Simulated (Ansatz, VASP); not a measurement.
# Two plane-wave programs on La

```
La
1.0
     3.88713    0.00000    0.00000
    -1.94356    3.36635    0.00000
     0.00000    0.00000   12.48851
La
4
Direct
  0.00000 0.00000 0.00000
  0.00000 0.00000 0.50000
  0.33333 0.66667 0.75000
  0.66667 0.33333 0.25000
```

Alike in both runs: task single point; functional RPBE; k mesh 13 × 13 × 4; occupations fermi-dirac, width 0.1 eV; no spin polarisation.

|  | VASP | Ansatz |
| --- | --- | --- |
| version | VASP 6.6.1 | Ansatz 0.2.0 |
| potentials or method | VASP PAW PBE potentials, release 64 (La), cutoff 520 eV | plane waves (420 eV) with PAW, scalar-relativistic |
| valence electrons in the cell | 44 | 44 |

```tsv
	VASP	Ansatz	Ansatz less VASP
pressure (GPa)	-0.9	-0.9	-0.02
```

VASP's potentials were made for PBE, not for RPBE.

Spin-orbit coupling is off throughout.
